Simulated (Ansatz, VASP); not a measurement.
# Ni: VASP beside Ansatz

The input INCAR:

```
SYSTEM = Ni
PREC     = Accurate       ! precision mode
ENCUT    = 520            ! plane-wave cutoff, eV
EDIFF    = 1E-7           ! SCF threshold, eV
ISMEAR   = 1              ! smearing method
SIGMA    = 0.3            ! smearing width, eV
LREAL    = .False.        ! projectors in reciprocal space
LASPH    = .True.         ! aspherical terms in the spheres
NELM     = 150            ! most SCF steps
ALGO     = Normal         ! electronic algorithm
ISIF     = 2              ! what is computed and relaxed
LWAVE    = .False.        ! write WAVECAR
LCHARG   = .False.        ! write CHGCAR
ISPIN    = 2              ! spin polarisation
MAGMOM   = 1.5            ! initial moments
LORBIT   = 11             ! projections on sites
LMAXMIX  = 4              ! l up to which the mixer works
GGA      = PE             ! functional
NBANDS   = 15             ! bands
```

The input KPOINTS:

```
regular mesh
0
Gamma
  14 14 14
  0 0 0
```

Contents of POSCAR:

```
Ni
1.0
    0.0000000000      1.7259719484      1.7259719484
    1.7259719484      0.0000000000      1.7259719484
    1.7259719484      1.7259719484      0.0000000000
Ni
1
Direct
    0.0000000000      0.0000000000      0.0000000000
```

Input for Ansatz:

```yaml
crystal:
  lattice:
    - [0.0, 1.7259719483902964, 1.7259719483902964]
    - [1.7259719483902964, 0.0, 1.7259719483902964]
    - [1.7259719483902964, 1.7259719483902964, 0.0]
  atoms:
    - { symbol: Ni, position: [0.0, 0.0, 0.0], spin: 1.5 }
basis:
  ecutwfc: 653.073269903712
  ecutrho_ratio: 6
kpoints:
  mp_grid:
    grid: [14, 14, 14]
hamiltonian:
  xc: pbe
  pseudopotentials:
    kind: paw
magnetization:
  spin_polarized: true
scf:
  self_checks: low
  occupations:
    method: methfessel_paxton
    width: 0.3
  eigensolver:
    kind: auto
```

Alike in both runs: task single point; functional PBE; k mesh 14 × 14 × 14; occupations methfessel-paxton of order 1, width 0.3 eV; collinear spin.

```csv
,VASP,Ansatz
version,VASP 6.6.1,Ansatz 0.2.0
potentials or method,"VASP PAW PBE potentials, release 64 (Ni), cutoff 520 eV","plane waves, PAW"
valence electrons in the cell,10,18
```

```tsv
	VASP	Ansatz	Ansatz less VASP
net moment per atom (μB)	0.58	0.60	+0.011
size of the moment on the site where the two differ most (μB)	0.59	0.63	+0.041
```

Site moments also hang on the region over which each program counts them. VASP's potentials hold 10 valence electrons a cell and Ansatz's 18, so a difference there can come from the potentials and not from the codes. Ansatz's warnings: stability check not made.
